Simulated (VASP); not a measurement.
Input of a VASP 6.6.1 run:

Contents of INCAR:

```
SYSTEM = AlNi
PREC = Accurate
ENCUT = 600
EDIFF = 1E-6
ISMEAR = 0
SIGMA = 0.1
LREAL = Auto
LASPH = .TRUE.
NELM = 100
ALGO = Fast
ISIF = 3
LWAVE = .FALSE.
LCHARG = .FALSE.
GGA = PE
IBRION = 2
NSW = 70
EDIFFG = -0.04
ISYM = 0
```

Contents of KPOINTS:

```
Automatic mesh
0
Gamma
  3 2 2
  0 0.5 0.5
```

File POSCAR:

```
AlNi
1.0
    5.7861670593      0.0000000000      0.0000000000
    2.8930835297      0.0000000000     -5.7861670593
    2.8930835297      5.7861670593      0.0000000000
Al Ni
8 8
Direct
    0.9985118388      0.5024245081      0.5048422130
    0.2495353108      0.9960980750      0.5034937234
    0.4980149549      0.4975534503      0.5029882925
    0.0043328432      0.9958649561      0.9989802888
    0.2461957844      0.5022628654      0.9979079685
    0.7396303494      0.5077994214      0.0057151852
    0.4929106175      0.2519289981      0.2503928815
    0.7517509123      0.7611204201      0.2459992626
    0.7416323706      0.0010600139      0.4993669431
    0.5068455801      0.9944075867      0.9986896256
    0.2536042610      0.7428571273      0.2478802649
    0.2472188261      0.2516579633      0.7500544811
    0.4998324720      0.7540636754      0.7558915397
    0.0002016682      0.2484377232      0.2530831506
    0.7461791460      0.2517667411      0.7536436617
    0.9998363500      0.7451705973      0.7550761706
```

Potentials or basis: VASP PAW PBE potentials, release 64 (Al, Ni).

Run with:

```sh
$ cat potpaw_PBE.64/Al/POTCAR potpaw_PBE.64/Ni/POTCAR > POTCAR
$ mpirun -np 1 vasp_std > vasp.out
```

Question: Estimate the space group after relaxing (to 0.1 Å).

Answer: C2/m (No. 12).

Question: Estimate the relaxed volume.

Answer: 12.48 Å³/atom.

Final structure:
```
CELL_PARAMETERS angstrom
5.72210 -0.10758 -0.00079
2.86184 -0.07914 -5.72828
2.75958 6.04184 0.02453
ATOMIC_POSITIONS crystal
Al 0.98232 0.51336 0.53509
Al 0.19579 0.00166 0.49006
Al 0.50080 0.47993 0.53162
Al 0.05122 0.99863 0.01310
Al 0.26445 0.48748 0.96794
Al 0.74634 0.52038 0.97139
Al 0.50089 0.24386 0.24846
Al 0.74576 0.75716 0.25440
Ni 0.76765 0.00405 0.47518
Ni 0.47948 0.99637 0.02771
Ni 0.27025 0.69493 0.25460
Ni 0.26396 0.22734 0.72901
Ni 0.49355 0.77289 0.72280
Ni 0.97742 0.30549 0.24830
Ni 0.75341 0.22769 0.78044
Ni 0.98294 0.77326 0.77391
```

Caveat: the k points lie up to 0.54 Å⁻¹ apart in the final cell. Spin polarisation is off, so any magnetic state and its effect on volume and gap are missing.
